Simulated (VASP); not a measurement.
# Li3H2 (R-3m) in VASP: further runs

The runs below take Li3H2 through relaxation of cell and atoms, single point, with PBE.

All numbers are computed with VASP 6.6.1; they aren't measurements. Logs are shortened: lines on timing, memory, paths and dates and some standing lists are left out, and cuts for length are marked.

### Step 1. The cell of the first run

The structure is trigonal, space group R-3m (No. 166). Conventional cell: a = 2.905 Å, b = 2.905 Å, c = 20.196 Å, α = 90.00°, β = 90.00°, γ = 120.00°. Li (site symmetry -3m) has 6 H at 2.15 Å and 12 Li at 2.90 to 3.01 Å within 3.1 Å. Li (site symmetry 3m) has 3 H at 2.04 Å and 3 Li at 2.41 Å within 2.7 Å. H (site symmetry 3m) has 6 Li at 2.04 to 2.15 Å within 2.7 Å.

### Step 2. Relaxation of cell and atoms, PBE

INCAR

```
PREC = Accurate ; ENCUT = 600
EDIFF = 1E-6 ; ISMEAR = 0
SIGMA = 0.1 ; LREAL = False
LASPH = True ; NELM = 80
ALGO = Normal ; ISIF = 3
LWAVE = False ; LCHARG = False
GGA = PE ; IBRION = 2
NSW = 90 ; EDIFFG = -0.04
```

KPOINTS

```
regular mesh
0
Gamma
  6 6 6
```

POSCAR

```
Li3H2
1.0
    1.4522592927      0.8384622936      6.7319584885
   -1.4522592927      0.8384622936      6.7319584885
    0.0000000000     -1.6769245871      6.7319584885
Li H
3 2
Direct
    0.0000000000      0.0000000000      0.0000000000
    0.2095000000      0.2095000000      0.2095000000
    0.7905000000      0.7905000000      0.7905000000
    0.4000000000      0.4000000000      0.4000000000
    0.6000000000      0.6000000000      0.6000000000
```

Potentials or basis: VASP PAW PBE potentials, release 64 (Li_sv, H).

Command:

```bash
$ cat potpaw_PBE.64/Li_sv/POTCAR potpaw_PBE.64/H/POTCAR > POTCAR
$ mpirun -np 1 vasp_std > vasp.out
```

OUTCAR:

```text
PREC = Accurate
   ENCUT = 600
   EDIFF = 1E-6
   ISMEAR = 0
   LREAL = False
   LASPH = True
   NELM = 80
   ISIF = 3
   GGA = PE
   IBRION = 2
   NSW = 90
   EDIFFG = -0.04

 ion  position               nearest neighbor table
   1  0.000  0.000  0.000-
   2  0.209  0.209  0.209-   3 2.41   3 2.41   3 2.41
   3  0.791  0.791  0.791-   2 2.41   2 2.41   2 2.41
   4  0.400  0.400  0.400-
   5  0.600  0.600  0.600-

  LATTYP: Found a trigonal (rhomboedric) cell.
 ALAT       =     6.9376754869
 COS(alpha) =     0.9123624232

  Lattice vectors:

 A1 = (   1.4522592927,   0.8384622936,   6.7319584885)
 A2 = (  -1.4522592927,   0.8384622936,   6.7319584885)
 A3 = (   0.0000000000,  -1.6769245871,   6.7319584885)

Analysis of symmetry for initial positions (statically):
=====================================================================
 Subroutine PRICEL returns:
 Original cell was already a primitive cell.

 Routine SETGRP: Setting up the symmetry group for a
 trigonal (rhombohedral) supercell.

 Subroutine GETGRP returns: Found 12 space group operations
 (whereof 12 operations were pure point group operations)
 out of a pool of 12 trial point group operations.

The static configuration has the point symmetry D_3d.

Analysis of symmetry for dynamics (positions and initial velocities):
=====================================================================
 Subroutine PRICEL returns:
 Original cell was already a primitive cell.

 Routine SETGRP: Setting up the symmetry group for a
 trigonal (rhombohedral) supercell.

 Subroutine GETGRP returns: Found 12 space group operations
 (whereof 12 operations were pure point group operations)
 out of a pool of 12 trial point group operations.

The dynamic configuration has the point symmetry D_3d.

 Subroutine INISYM returns: Found 12 space group operations
 (whereof 12 operations are pure point group operations),
 and found     1 'primitive' translations

----------------------------------------------------------------------------------------

                                     Primitive cell

  volume of cell :      49.1836

  direct lattice vectors                    reciprocal lattice vectors
     1.452259293  0.838462294  6.731958489     0.344291135  0.198776579  0.049515061
    -1.452259293  0.838462294  6.731958489    -0.344291135  0.198776579  0.049515061
     0.000000000 -1.676924587  6.731958489     0.000000000 -0.397553159  0.049515061

  length of vectors
     6.937675487  6.937675487  6.937675487     0.400624831  0.400624831  0.400624831

  position of ions in fractional coordinates (direct lattice)
     0.000000000  0.000000000  0.000000000
     0.209500000  0.209500000  0.209500000
     0.790500000  0.790500000  0.790500000
     0.400000000  0.400000000  0.400000000
     0.600000000  0.600000000  0.600000000

  ion indices of the primitive-cell ions
   primitive index   ion index
                 1           1
                 2           2
                 3           3
                 4           4
                 5           5

----------------------------------------------------------------------------------------

 KPOINTS: regular mesh

Automatic generation of k-mesh.
 Grid dimensions read from file:
 generate k-points for:    6    6    6

 Generating k-lattice:

  Cartesian coordinates                     Fractional coordinates (reciprocal lattice)
     0.057381856  0.033129430  0.008252510     0.166666667  0.000000000  0.000000000
    -0.057381856  0.033129430  0.008252510     0.000000000  0.166666667  0.000000000
     0.000000000 -0.066258860  0.008252510    -0.000000000 -0.000000000  0.166666667

  Length of vectors
     0.066770805  0.066770805  0.066770805

  Shift w.r.t. Gamma in fractional coordinates (k-lattice)
     0.000000000  0.000000000  0.000000000

 Subroutine IBZKPT returns following result:
 ===========================================

 Found     32 irreducible k-points:

 Following reciprocal coordinates:
            Coordinates               Weight
  0.000000  0.000000  0.000000      1.000000
  0.166667  0.000000  0.000000      6.000000
  0.333333 -0.000000  0.000000      6.000000
  0.500000  0.000000  0.000000      3.000000
  0.166667  0.166667  0.000000      6.000000
  0.333333  0.166667  0.000000     12.000000
[... 16 lines left out ...]
  0.500000  0.500000  0.166667      6.000000
 -0.333333  0.500000  0.166667     12.000000
 [... further k-points ...]
   k-points           NKPTS =     32   k-points in BZ     NKDIM =     32   number of bands    NBANDS=      9
   number of dos      NEDOS =    301   number of ions     NIONS =      5
   total plane-waves  NPLWV = 175616
   dimension x,y,z NGX =    56 NGY =   56 NGZ =   56
   dimension x,y,z NGXF=   112 NGYF=  112 NGZF=  112
   ions per type =               3   2
   NGX,Y,Z   is equivalent  to a cutoff of  13.42, 13.42, 13.42 a.u.
   NGXF,Y,Z  is equivalent  to a cutoff of  26.84, 26.84, 26.84 a.u.
 SYSTEM =  unknown system
   PREC   = accura    normal or accurate (medium, high low for compatibility)
   ISTART =      0    job   : 0-new  1-cont  2-samecut
   ICHARG =      2    charge: 1-file 2-atom 10-const
   ISPIN  =      1    spin polarized calculation?
   LNONCOLLINEAR =      F non collinear calculations
   LSORBIT =      F    spin-orbit coupling
   LASPH  =      T    aspherical Exc in radial PAW
   ENCUT  =  600.0 eV  44.10 Ry    6.64 a.u.  13.86 13.86 13.86*2*pi/ulx,y,z
   NELM   =     80;   NELMIN=  2; NELMDL= -5     # of ELM steps
   EDIFF  = 0.1E-05   stopping-criterion for ELM
   LREAL  =      F    real-space projection
   EDIFFG = -.4E-01   stopping-criterion for IOM
   NSW    =     90    number of steps for IOM
   IBRION =      2    ionic relax: 0-MD 1-quasi-New 2-CG
   NFREE  =      1    steps in history (QN), initial steepest desc. (CG)
   ISIF   =      3    stress and relaxation
   ISYM   =      2    0-nonsym 1-usesym 2-fastsym
   POTIM  = 0.5000    time-step for ionic-motion
   TEBEG  =    0.0;   TEEND  =   0.0 temperature during run
   PSTRESS=    0.0 pullay stress
   NELECT =      11.0000    total number of electrons
   NUPDOWN=      -1.0000    fix difference up-down
   EMIN   =  10.00;   EMAX   =-10.00  energy-range for DOS
   EFERMI =   0.00;   METHOD = LEGACY
   ISMEAR =     0;   SIGMA  =   0.10  broadening in eV -4-tet -1-fermi 0-gaus
   EFERMI_NEDOS =   21; number of points for ismear=-14 and -15
   IALGO  =     38    algorithm
   IMIX   =      4    mixing-type and parameters
     AMIX     =   0.40;   BMIX     =  1.00
     AMIX_MAG =   1.60;   BMIX_MAG =  1.00
  volume/ion in A,a.u.               =       9.84        66.38
  Fermi-wavevector in a.u.,A,eV,Ry     =   0.993724  1.877865 13.435570  0.987487
  Thomas-Fermi vector in A             =   2.125625
   LORBIT       =      0    0 simple, 1 ext, 2 COOP (PROOUT), +10 PAW based schemes
   GGA     = PE    functional components
   LHFCALC =     F    Hartree Fock is set to
   AEXX    =    0.0000 exact exchange contribution
   IVDW    =     0    specifies the selected vdW correction
   LEPSILON=     F    determine dielectric tensor
   LRPA    =     F    only Hartree local field effects (RPA)
 conjugate gradient relaxation of ions
 non-spin polarized calculation
 Gauss-broadening in eV      SIGMA  =   0.10
  energy-cutoff  :      600.00
  volume of cell :       49.18
 maximum number of plane-waves:      1664
   NGX = 27   NGY = 27   NGZ = 27

--------------------------------------- Ionic step        1  -------------------------------------------

 number of electron      11.0000002 magnetization

 Free energy of the ion-electron system (eV)
  ---------------------------------------------------
  ext. energy  EPLUGINS =         0.00000000
  ---------------------------------------------------
  free energy    TOTEN  =       -13.22519321 eV

  energy without entropy =      -13.22200521  energy(sigma->0) =      -13.22359921

------------------------ aborting loop because EDIFF is reached ----------------------------------------

  FORCE on cell =-STRESS in cart. coord.  units (eV):
  Direction    XX          YY          ZZ          XY          YZ          ZX
  --------------------------------------------------------------------------------------
  -------------------------------------------------------------------------------------
  Total       -0.5230813     -0.5230813      2.1962471      0.0000000      0.0000000      0.0000000
  in kB      -17.0395991    -17.0395991     71.5437024      0.0000000      0.0000000      0.0000000
  external PRESSURE =      12.4881681 kB  Pullay stress =       0.0000000 kB
[... 98 lines left out ...]
  FREE ENERGIE OF THE ION-ELECTRON SYSTEM (eV)
  ---------------------------------------------------
  free  energy   TOTEN  =       -13.8341966938 eV

  energy  without entropy=      -13.8303148261  energy(sigma->0) =      -13.83225576

[... ionic steps 4 to 7 ...]

--------------------------------------- Ionic step        8  -------------------------------------------

 number of electron      11.0000005 magnetization

------------------------ aborting loop because EDIFF is reached ----------------------------------------
[... 34 lines left out ...]
--------------------------------------- Ionic step        9  -------------------------------------------

 number of electron      10.9999989 magnetization

 E-fermi :   2.1480     XC(G=0):  -8.0853

 val. band max:        2.1113382415   @ k =  -0.3333   0.3333   0.3333
 cond. band min:       2.1846224089   @ k =   0.5000   0.5000   0.1667
 fundamental gap:      0.0732841674
 Fermi energy:         2.1479578888

 k-point     1 :       0.0000    0.0000    0.0000
  band No.  band energies     occupation
      1     -44.8424      2.00000
      2     -44.5662      2.00000
      3     -44.5588      2.00000
      4      -5.5119      2.00000
      5      -4.3258      2.00000
      6      -0.4771      2.00000
      7       6.2799      0.00000
      8       6.4338      0.00000
      9      14.1156      0.00000
[... 265 lines left out ...]
 k-point    24 :      -0.3333    0.5000    0.1667
  band No.  band energies     occupation
      1     -44.8083      2.00000
      2     -44.5314      2.00000
      3     -44.5287      2.00000
      4      -2.6225      2.00000
      5      -1.6622      2.00000
      6       3.2782      0.00000
      7       4.1567      0.00000
      8       5.4499      0.00000
      9       6.1939      0.00000

 [... further k-points ...]

------------------------ aborting loop because EDIFF is reached ----------------------------------------

  FORCE on cell =-STRESS in cart. coord.  units (eV):
  Direction    XX          YY          ZZ          XY          YZ          ZX
  --------------------------------------------------------------------------------------
  -------------------------------------------------------------------------------------
  Total        0.1694607      0.1694607     -0.3910711      0.0000000     -0.0000000      0.0000000
  in kB        5.3825566      5.3825566    -12.4215376      0.0000000     -0.0000000      0.0000000
  external PRESSURE =      -0.5521415 kB  Pullay stress =       0.0000000 kB
[... 26 lines left out ...]
--------------------------------------- Ionic step       10  -------------------------------------------

 number of electron      10.9999985 magnetization

 Free energy of the ion-electron system (eV)
  ---------------------------------------------------
  ext. energy  EPLUGINS =         0.00000000
  ---------------------------------------------------
  free energy    TOTEN  =       -14.01669476 eV

  energy without entropy =      -14.01399422  energy(sigma->0) =      -14.01534449

 E-fermi :   2.1842     XC(G=0):  -8.0887

 val. band max:        2.1445772581   @ k =  -0.3333   0.3333   0.3333
 cond. band min:       2.2243057334   @ k =   0.5000   0.5000   0.1667
 fundamental gap:      0.0797284753
 Fermi energy:         2.1842257019

 k-point     1 :       0.0000    0.0000    0.0000
  band No.  band energies     occupation
      1     -44.8178      2.00000
      2     -44.5607      2.00000
      3     -44.5533      2.00000
      4      -5.5196      2.00000
      5      -4.2722      2.00000
      6      -0.4396      2.00000
      7       6.4173      0.00000
      8       6.6520      0.00000
      9      13.9582      0.00000
[... 265 lines left out ...]
 k-point    24 :      -0.3333    0.5000    0.1667
  band No.  band energies     occupation
      1     -44.7847      2.00000
      2     -44.5273      2.00000
      3     -44.5246      2.00000
      4      -2.6718      2.00000
      5      -1.6788      2.00000
      6       3.2606      0.00000
      7       4.1767      0.00000
      8       5.4441      0.00000
      9       6.1787      0.00000

 [... further k-points ...]

------------------------ aborting loop because EDIFF is reached ----------------------------------------

  FORCE on cell =-STRESS in cart. coord.  units (eV):
  Direction    XX          YY          ZZ          XY          YZ          ZX
  --------------------------------------------------------------------------------------
  -------------------------------------------------------------------------------------
  Total        0.0454751      0.0454751     -0.0557382      0.0000000     -0.0000000      0.0000000
  in kB        1.4468460      1.4468460     -1.7733794      0.0000000     -0.0000000      0.0000000
  external PRESSURE =       0.3734375 kB  Pullay stress =       0.0000000 kB
[... 20 lines left out ...]
  FREE ENERGIE OF THE ION-ELECTRON SYSTEM (eV)
  ---------------------------------------------------
  free  energy   TOTEN  =       -14.0166947623 eV

  energy  without entropy=      -14.0139942173  energy(sigma->0) =      -14.01534449

 reached required accuracy - stopping structural energy minimisation
```

Wall time 10 min (1 thread of Oxide Virtual Turin-like, shared host); peak memory 0.37 GiB.

What came out:

```
Free energy                           : -14.0167 eV
Relaxed volume                        : 10.07 Å³/atom
Relaxed cell                          : a = 7.518 Å, b = 7.518 Å, c = 7.518 Å, α = 21.58°, β = 21.58°, γ = 21.58°
Space group after relaxing (to 0.1 Å) : R-3m (No. 166)
Energy gained by relaxing             : 158.3 meV/atom
Ionic steps                           : 10
Pressure after relaxing               : 0.0 GPa
Largest force after relaxing          : 0.028 eV/Å
Band gap on the k mesh                : zero (an odd number of electrons rules out a gap without spin polarisation)
```

Forces on the atoms (eV/Å):
```
Li   0.000  0.000  0.000
Li   0.000  0.000  0.028
Li   0.000  0.000 -0.028
H    0.000  0.000 -0.018
H    0.000  0.000  0.018
```

Step by step:
```
step  energy change (eV)  largest force (eV/Å)  pressure (GPa)  volume (Å³)
   1              0.0000                1.8770            1.25        49.18
   2             -0.3342                1.2091            0.43        49.72
   3             -0.6090                0.4889           -0.24        50.54
   4             -0.6428                0.5452           -0.26        50.88
   5             -0.6445                0.5602           -0.24        50.98
   6             -0.6895                0.4871           -0.25        50.88
   7             -0.7774                0.1940           -0.13        50.56
   8             -0.6288                0.6885            0.78        49.87
   9             -0.7871                0.0613           -0.06        50.44
  10             -0.7915                0.0284            0.04        50.36
```

Final structure:
```
Li H
1.0
     1.40726    0.81248    7.34042
    -1.40726    0.81248    7.34042
     0.00000   -1.62497    7.34042
Li H
3 2
Cartesian
  0.0000 0.0000 0.0000
  0.0000 0.0000 4.9805
  0.0000 0.0000 17.0408
  0.0000 0.0000 8.5413
  0.0000 0.0000 13.4800
```

Levels at points of the mesh, in eV from the Fermi level:
```
           k point  band 4  band 5  band 6  band 7  band 8  band 9
(0.00, 0.00, 0.00)   -7.70   -6.46   -2.62    4.23    4.47   11.77
(0.50, 0.00, 0.00)   -4.87   -3.68    0.19    1.72    3.47    3.75
(0.50, 0.50, 0.00)   -4.82   -3.80    0.50    1.81    2.93    3.78
(0.50, 0.50, 0.50)   -7.66   -6.57   -2.28    2.05    8.75    9.49
```

Caveat: the k points lie up to 0.43 Å⁻¹ apart in the final cell, too coarse for converged energies and pressures of a metal; the cutoff is under 1.25 times the usual one of these potentials, so pressure, stress and relaxed cells hold a basis-set (Pulay) error.

### Step 3. Single point, PBE

This run uses another cell than the first one, of 10.16 Å³/atom.

INCAR

```
SYSTEM = Li3H2
PREC = Accurate ; ENCUT = 520
EDIFF = 1E-6 ; ISMEAR = 0
SIGMA = 0.1 ; LREAL = .False.
LASPH = .True. ; NELM = 60
ALGO = Normal ; ISIF = 2
LWAVE = .False. ; LCHARG = .False.
GGA = PE ; NBANDS = 14
```

KPOINTS

```
Automatic mesh
0
Gamma
  18 18 18
  0 0 0
```

POSCAR

```
Li3H2
1.0
    1.4141794982      0.8164769140      7.3351464885
   -1.4141794982      0.8164769140      7.3351464885
    0.0000000000     -1.6329538279      7.3351464885
Li H
3 2
Direct
    0.0000000000      0.0000000000      0.0000000000
    0.2268310362      0.2268310362      0.2268310362
    0.7731689638      0.7731689638      0.7731689638
    0.3874257551      0.3874257551      0.3874257551
    0.6125742449      0.6125742449      0.6125742449
```

Potentials or basis: VASP PAW PBE potentials, release 64 (Li_sv, H).

Command:

```bash
$ cat potpaw_PBE.64/Li_sv/POTCAR potpaw_PBE.64/H/POTCAR > POTCAR
$ mpirun -np 1 vasp_std > vasp.out
```

Wall time 48 min (1 thread of Oxide Virtual Turin-like, shared host); peak memory 0.61 GiB.

The run converged. Its results:

```
Free energy            : -13.9981 eV
Largest force          : 0.004 eV/Å
Band gap on the k mesh : zero (an odd number of electrons rules out a gap without spin polarisation)
```

Forces in eV/Å, atoms in the order of the input:
```
Li   0.000  0.000  0.000
Li   0.000  0.000  0.002
Li   0.000  0.000 -0.002
H    0.000  0.000  0.004
H    0.000  0.000 -0.004
```

Levels at points of the mesh, in eV from the Fermi level:
```tsv
k point	band 3	band 4	band 5	band 6	band 7	band 8	band 9	band 10
(0.00, 0.00, 0.00)	-46.89	-7.80	-6.52	-2.73	4.09	4.45	11.49	12.48
(0.50, 0.00, 0.00)	-46.86	-5.00	-3.81	0.07	1.58	3.33	3.63	6.69
(0.50, 0.50, 0.00)	-46.86	-4.96	-3.92	0.37	1.70	2.79	3.63	6.04
(0.50, 0.50, 0.50)	-46.88	-7.75	-6.64	-2.37	1.95	8.66	9.45	11.60
```

Caveat: the cutoff is under 1.25 times the usual one of these potentials, so pressure, stress and relaxed cells hold a basis-set (Pulay) error.

The gap in the log of VASP goes by the Fermi energy; the results here count the filled bands.